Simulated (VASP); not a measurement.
Wanted: the native input for a VASP 6.6.1 run.

- Task: electric field gradients
- Functional: LDA
- Potentials or basis: VASP PAW LDA potentials, release 64 (Ta_pv, Ru_pv)
- Cutoff: 520 eV
- k mesh: 13 × 13 × 13
- Occupations: fermi-dirac, width 0.03 eV
- Spin: no spin polarisation
- Dipole correction: no
- Further INCAR settings: ALGO = Normal; EDIFF = 1e-08; NBANDS = 20

The structure of TaRu lies in POSCAR:

```
TaRu
1.0
    3.1870000000      0.0000000000      0.0000000000
    0.0000000000      3.1870000000      0.0000000000
    0.0000000000      0.0000000000      3.1551300000
Ta Ru
1 1
Direct
    0.5000000000      0.5000000000      0.5000000000
    0.0000000000      0.0000000000      0.0000000000
```

This cell differs from its parent crystal: zz strain of -1 %.

One way to write it, as run:

INCAR

```
SYSTEM = TaRu
ALGO     = Normal         ! electronic algorithm
EDIFF    = 1E-8           ! SCF threshold, eV
ENCUT    = 520            ! plane-wave cutoff, eV
ISIF     = 2              ! what is computed and relaxed
ISMEAR   = -1             ! smearing method
LASPH    = .TRUE.         ! aspherical terms in the spheres
LCHARG   = .FALSE.        ! write CHGCAR
LEFG     = .TRUE.       
LREAL    = .FALSE.        ! projectors in reciprocal space
LWAVE    = .FALSE.        ! write WAVECAR
NBANDS   = 20             ! bands
NELM     = 60             ! most SCF steps
PREC     = Accurate       ! precision mode
SIGMA    = 0.03           ! smearing width, eV
```

KPOINTS

```
k-points
0
G
  13 13 13
  0 0 0
```

Potentials or basis: VASP PAW LDA potentials, release 64 (Ta_pv, Ru_pv).

Run with:

```console
$ cat potpaw_LDA.64/Ta_pv/POTCAR potpaw_LDA.64/Ru_pv/POTCAR > POTCAR
$ mpirun -np 1 vasp_std > vasp.out
```

It gave:

* Pressure: -13.3 GPa

Caveat: the cell differs from its parent crystal (zz strain of -1 %); without QUAD_EFG the Cq values of the log hold for a quadrupole moment of 1 mb, not for the nuclei.

It took 120 s on 1 thread of Intel Xeon 8259CL, with other jobs on the host, peak memory 0.23 GiB.
